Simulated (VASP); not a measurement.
# TiO2 (Fd-3m) in VASP: single point with LDA

Aim: the single point of TiO2 with LDA.

Everything below comes from runs of VASP 6.6.1. Logs are shortened: lines on timing, memory, paths and dates and some standing lists are left out, and cuts for length are marked.

## 1. The cell of the first run

It takes space group Fd-3m (No. 227, cubic). Conventional cell: a = 8.257 Å, b = 8.257 Å, c = 8.257 Å, α = 90.00°, β = 90.00°, γ = 90.00°. Within 2.6 Å of Ti (site symmetry -3m) lie 6 O at 1.94 Å. Within 2.6 Å of O (site symmetry 3m) lie 3 Ti at 1.94 Å and 3 O at 2.56 Å.

## 2. Single point, LDA

File INCAR:

```
PREC = Accurate
ENCUT = 520
EDIFF = 1E-6
ISMEAR = 0
SIGMA = 0.1
LREAL = False
LASPH = True
NELM = 100
ALGO = Normal
ISIF = 2
LWAVE = False
LCHARG = False
NBANDS = 60
```

File KPOINTS:

```
regular mesh
0
Gamma
  4 4 4
```

File POSCAR:

```
TiO2
1.0
    0.0000000000      4.1282903118      4.1282903118
    4.1282903118      0.0000000000      4.1282903118
    4.1282903118      4.1282903118      0.0000000000
Ti O
4 8
Direct
    0.6250000000      0.6250000000      0.1250000000
    0.1250000000      0.6250000000      0.6250000000
    0.6250000000      0.1250000000      0.6250000000
    0.6250000000      0.6250000000      0.6250000000
    0.3905074960      0.3905074960      0.3905074960
    0.3905074960      0.8284775120      0.3905074960
    0.3905074960      0.3905074960      0.8284775120
    0.8284775120      0.3905074960      0.3905074960
    0.8594925040      0.8594925040      0.4215224880
    0.4215224880      0.8594925040      0.8594925040
    0.8594925040      0.4215224880      0.8594925040
    0.8594925040      0.8594925040      0.8594925040
```

Potentials or basis: VASP PAW LDA potentials, release 64 (Ti_sv, O).

The run is started by

```bash
cat potpaw_LDA.64/Ti_sv/POTCAR potpaw_LDA.64/O/POTCAR > POTCAR
mpirun -np 1 vasp_std > vasp.out
```

OUTCAR:

```text
PREC = Accurate
   ENCUT = 520
   EDIFF = 1E-6
   ISMEAR = 0
   LREAL = False
   LASPH = True
   NELM = 100
   ISIF = 2

 ion  position               nearest neighbor table
   1  0.625  0.625  0.125-   6 1.94   8 1.94  10 1.94  11 1.94   5 1.94  12 1.94   4 2.92   2 2.92
                             3 2.92   4 2.92   3 2.92   2 2.92
   2  0.125  0.625  0.625-   6 1.94  11 1.94   9 1.94   7 1.94   5 1.94  12 1.94   4 2.92   1 2.92
                             3 2.92   1 2.92   3 2.92   4 2.92
   3  0.625  0.125  0.625-   8 1.94  10 1.94   9 1.94   7 1.94   5 1.94  12 1.94   4 2.92   1 2.92
                             1 2.92   2 2.92   4 2.92   2 2.92
   4  0.625  0.625  0.625-   7 1.94   9 1.94   8 1.94   6 1.94  10 1.94  11 1.94   1 2.92   2 2.92
                             3 2.92   1 2.92   3 2.92   2 2.92
   5  0.391  0.391  0.391-   1 1.94   2 1.94   3 1.94
   6  0.391  0.828  0.391-   2 1.94   1 1.94   4 1.94
   7  0.391  0.391  0.828-   2 1.94   3 1.94   4 1.94
   8  0.828  0.391  0.391-   3 1.94   1 1.94   4 1.94
   9  0.859  0.859  0.422-   2 1.94   3 1.94   4 1.94
  10  0.422  0.859  0.859-   3 1.94   1 1.94   4 1.94
  11  0.859  0.422  0.859-   2 1.94   1 1.94   4 1.94
  12  0.859  0.859  0.859-   1 1.94   2 1.94   3 1.94

  LATTYP: Found a face centered cubic cell.
 ALAT       =     8.2565806236

  Lattice vectors:

 A1 = (   0.0000000000,   4.1282903118,   4.1282903118)
 A2 = (   4.1282903118,   0.0000000000,   4.1282903118)
 A3 = (   4.1282903118,   4.1282903118,   0.0000000000)

Analysis of symmetry for initial positions (statically):
=====================================================================
 Subroutine PRICEL returns:
 Original cell was already a primitive cell.

 Routine SETGRP: Setting up the symmetry group for a
 face centered cubic supercell.

 Subroutine GETGRP returns: Found 48 space group operations
 (whereof 24 operations were pure point group operations)
 out of a pool of 48 trial point group operations.

The static configuration has the point symmetry T_d .
 The point group associated with its full space group is O_h .

Analysis of symmetry for dynamics (positions and initial velocities):
=====================================================================
 Subroutine PRICEL returns:
 Original cell was already a primitive cell.

 Routine SETGRP: Setting up the symmetry group for a
 face centered cubic supercell.

 Subroutine GETGRP returns: Found 48 space group operations
 (whereof 24 operations were pure point group operations)
 out of a pool of 48 trial point group operations.

The dynamic configuration has the point symmetry T_d .
 The point group associated with its full space group is O_h .

 Subroutine INISYM returns: Found 48 space group operations
 (whereof 24 operations are pure point group operations),
 and found     1 'primitive' translations

----------------------------------------------------------------------------------------

                                     Primitive cell

  volume of cell :     140.7151

  direct lattice vectors                    reciprocal lattice vectors
     0.000000000  4.128290312  4.128290312    -0.121115513  0.121115513  0.121115513
     4.128290312  0.000000000  4.128290312     0.121115513 -0.121115513  0.121115513
     4.128290312  4.128290312  0.000000000     0.121115513  0.121115513 -0.121115513

  length of vectors
     5.838284148  5.838284148  5.838284148     0.209778223  0.209778223  0.209778223

  position of ions in fractional coordinates (direct lattice)
     0.625000000  0.625000000  0.125000000
     0.125000000  0.625000000  0.625000000
     0.625000000  0.125000000  0.625000000
     0.625000000  0.625000000  0.625000000
     0.390507496  0.390507496  0.390507496
     0.390507496  0.828477512  0.390507496
     0.390507496  0.390507496  0.828477512
     0.828477512  0.390507496  0.390507496
     0.859492504  0.859492504  0.421522488
     0.421522488  0.859492504  0.859492504
     0.859492504  0.421522488  0.859492504
     0.859492504  0.859492504  0.859492504

  ion indices of the primitive-cell ions
   primitive index   ion index
                 1           1
                 2           2
                 3           3
                 4           4
                 5           5
                 6           6
                 7           7
                 8           8
                 9           9
                10          10
                11          11
                12          12

----------------------------------------------------------------------------------------

 KPOINTS: regular mesh

Automatic generation of k-mesh.
 Grid dimensions read from file:
 generate k-points for:    4    4    4

 Generating k-lattice:

  Cartesian coordinates                     Fractional coordinates (reciprocal lattice)
    -0.030278878  0.030278878  0.030278878     0.250000000  0.000000000  0.000000000
     0.030278878 -0.030278878  0.030278878     0.000000000  0.250000000  0.000000000
     0.030278878  0.030278878 -0.030278878     0.000000000  0.000000000  0.250000000

  Length of vectors
     0.052444556  0.052444556  0.052444556

  Shift w.r.t. Gamma in fractional coordinates (k-lattice)
     0.000000000  0.000000000  0.000000000

 Subroutine IBZKPT returns following result:
 ===========================================

 Found      8 irreducible k-points:

 Following reciprocal coordinates:
            Coordinates               Weight
  0.000000  0.000000  0.000000      1.000000
  0.250000  0.000000  0.000000      8.000000
  0.500000  0.000000  0.000000      4.000000
  0.250000  0.250000  0.000000      6.000000
  0.500000  0.250000  0.000000     24.000000
 -0.250000  0.250000  0.000000     12.000000
  0.500000  0.500000  0.000000      3.000000
 -0.250000  0.500000  0.250000      6.000000
   k-points           NKPTS =      8   k-points in BZ     NKDIM =      8   number of bands    NBANDS=     60
   number of dos      NEDOS =    301   number of ions     NIONS =     12
   total plane-waves  NPLWV = 110592
   dimension x,y,z NGX =    48 NGY =   48 NGZ =   48
   dimension x,y,z NGXF=    96 NGYF=   96 NGZF=   96
   ions per type =               4   8
   NGX,Y,Z   is equivalent  to a cutoff of  13.67, 13.67, 13.67 a.u.
   NGXF,Y,Z  is equivalent  to a cutoff of  27.34, 27.34, 27.34 a.u.
 SYSTEM =  unknown system
   PREC   = accura    normal or accurate (medium, high low for compatibility)
   ISTART =      0    job   : 0-new  1-cont  2-samecut
   ICHARG =      2    charge: 1-file 2-atom 10-const
   ISPIN  =      1    spin polarized calculation?
   LNONCOLLINEAR =      F non collinear calculations
   LSORBIT =      F    spin-orbit coupling
   LASPH  =      T    aspherical Exc in radial PAW
   ENCUT  =  520.0 eV  38.22 Ry    6.18 a.u.  10.86 10.86 10.86*2*pi/ulx,y,z
   NELM   =    100;   NELMIN=  2; NELMDL= -5     # of ELM steps
   EDIFF  = 0.1E-05   stopping-criterion for ELM
   LREAL  =      F    real-space projection
   EDIFFG = 0.1E-04   stopping-criterion for IOM
   NSW    =      0    number of steps for IOM
   IBRION =     -1    ionic relax: 0-MD 1-quasi-New 2-CG
   NFREE  =      0    steps in history (QN), initial steepest desc. (CG)
   ISIF   =      2    stress and relaxation
   ISYM   =      2    0-nonsym 1-usesym 2-fastsym
   POTIM  = 0.5000    time-step for ionic-motion
   TEBEG  =    0.0;   TEEND  =   0.0 temperature during run
   PSTRESS=    0.0 pullay stress
   NELECT =      96.0000    total number of electrons
   NUPDOWN=      -1.0000    fix difference up-down
   EMIN   =  10.00;   EMAX   =-10.00  energy-range for DOS
   EFERMI =   0.00;   METHOD = LEGACY
   ISMEAR =     0;   SIGMA  =   0.10  broadening in eV -4-tet -1-fermi 0-gaus
   EFERMI_NEDOS =   21; number of points for ismear=-14 and -15
   IALGO  =     38    algorithm
   IMIX   =      4    mixing-type and parameters
     AMIX     =   0.40;   BMIX     =  1.00
     AMIX_MAG =   1.60;   BMIX_MAG =  1.00
  volume/ion in A,a.u.               =      11.73        79.13
  Fermi-wavevector in a.u.,A,eV,Ry     =   1.441180  2.723436 28.259313  2.077001
  Thomas-Fermi vector in A             =   2.559841
   LORBIT       =      0    0 simple, 1 ext, 2 COOP (PROOUT), +10 PAW based schemes
   GGA     = CA    functional components
   LHFCALC =     F    Hartree Fock is set to
   AEXX    =    0.0000 exact exchange contribution
   IVDW    =     0    specifies the selected vdW correction
   LEPSILON=     F    determine dielectric tensor
   LRPA    =     F    only Hartree local field effects (RPA)
 non-spin polarized calculation
 Gauss-broadening in eV      SIGMA  =   0.10
  energy-cutoff  :      520.00
  volume of cell :      140.72
 maximum number of plane-waves:      3828
 NGX is ok and might be reduce to    48
   NGX = 21   NGY = 21   NGZ = 21

 number of electron      96.0000000 magnetization

 Free energy of the ion-electron system (eV)
  ---------------------------------------------------
  ext. energy  EPLUGINS =         0.00000000
  ---------------------------------------------------
  free energy    TOTEN  =      -115.26128614 eV

  energy without entropy =     -115.26128614  energy(sigma->0) =     -115.26128614

 E-fermi :   2.9106     XC(G=0): -11.0347

 val. band max:        2.3042509891   @ k =   0.5000   0.0000   0.0000
 cond. band min:       4.0650166239   @ k =   0.0000   0.0000   0.0000
 fundamental gap:      1.7607656348
 Fermi energy:         2.9106373773

 k-point     1 :       0.0000    0.0000    0.0000
  band No.  band energies     occupation
      1     -53.1447      2.00000
      2     -53.0420      2.00000
      3     -53.0420      2.00000
      4     -53.0420      2.00000
      5     -30.4488      2.00000
      6     -30.0312      2.00000
[... 493 lines left out ...]
     59       6.5735      0.00000
     60       6.5735      0.00000

------------------------ aborting loop because EDIFF is reached ----------------------------------------

  FORCE on cell =-STRESS in cart. coord.  units (eV):
  Direction    XX          YY          ZZ          XY          YZ          ZX
  --------------------------------------------------------------------------------------
  -------------------------------------------------------------------------------------
  Total        0.9852082      0.9852082      0.9852082     -0.0000000      0.0000000     -0.0000000
  in kB       11.2175476     11.2175476     11.2175476     -0.0000000      0.0000000     -0.0000000
  external PRESSURE =      11.2175476 kB  Pullay stress =       0.0000000 kB

 VOLUME and BASIS-vectors are now :
 -----------------------------------------------------------------------------
  energy-cutoff  :      520.00
  volume of cell :      140.72
      direct lattice vectors                 reciprocal lattice vectors
     0.000000000  4.128290312  4.128290312    -0.121115513  0.121115513  0.121115513
     4.128290312  0.000000000  4.128290312     0.121115513 -0.121115513  0.121115513
     4.128290312  4.128290312  0.000000000     0.121115513  0.121115513 -0.121115513

 POSITION                                       TOTAL-FORCE (eV/Angst)
 -----------------------------------------------------------------------------------
      3.09622      3.09622      5.16036         0.000000      0.000000      0.000000
      5.16036      3.09622      3.09622         0.000000      0.000000      0.000000
      3.09622      5.16036      3.09622         0.000000      0.000000      0.000000
      5.16036      5.16036      5.16036         0.000000      0.000000      0.000000
      3.22426      3.22426      3.22426        -0.092346     -0.092346     -0.092346
      5.03232      3.22426      5.03232         0.092346     -0.092346      0.092346
      5.03232      5.03232      3.22426         0.092346      0.092346     -0.092346
      3.22426      5.03232      5.03232        -0.092346      0.092346      0.092346
      5.28840      5.28840      7.09647        -0.092346     -0.092346      0.092346
      7.09647      5.28840      5.28840         0.092346     -0.092346     -0.092346
      5.28840      7.09647      5.28840        -0.092346      0.092346     -0.092346
      7.09647      7.09647      7.09647         0.092346      0.092346      0.092346
 -----------------------------------------------------------------------------------
    total drift:                                0.000000      0.000000      0.000000

  FREE ENERGIE OF THE ION-ELECTRON SYSTEM (eV)
  ---------------------------------------------------
  free  energy   TOTEN  =      -115.2612861407 eV

  energy  without entropy=     -115.2612861407  energy(sigma->0) =     -115.26128614
```

It took 65 s on 1 thread of AMD EPYC 9R45 (Zen 5), shared host; peak memory 0.24 GiB.

Results:

```
Free energy            : -115.2613 eV
Pressure               : 1.1 GPa
Largest force          : 0.160 eV/Å
Band gap on the k mesh : 1.76 eV, indirect (least direct gap 1.79 eV)
```

Forces on the atoms (eV/Å):
```
Ti   0.000  0.000  0.000
Ti   0.000  0.000  0.000
Ti   0.000  0.000  0.000
Ti   0.000  0.000  0.000
O   -0.092 -0.092 -0.092
O    0.092 -0.092  0.092
O    0.092  0.092 -0.092
O   -0.092  0.092  0.092
O   -0.092 -0.092  0.092
O    0.092 -0.092 -0.092
O   -0.092  0.092 -0.092
O    0.092  0.092  0.092
```

Levels at points of the mesh, in eV from the valence-band top:
```csv
k point,band 44,band 45,band 46,band 47,band 48,band 49,band 50,band 51,band 52,band 53
"(0.00, 0.00, 0.00)",-0.88,-0.88,-0.03,-0.03,-0.03,1.76,1.76,3.45,3.45,3.45
"(0.50, 0.00, 0.00)",-0.72,-0.72,-0.61,0.00,0.00,2.60,2.60,3.68,3.68,3.76
"(0.50, 0.50, 0.00)",-0.81,-0.77,-0.77,-0.21,-0.21,3.06,3.06,3.38,3.38,3.81
```
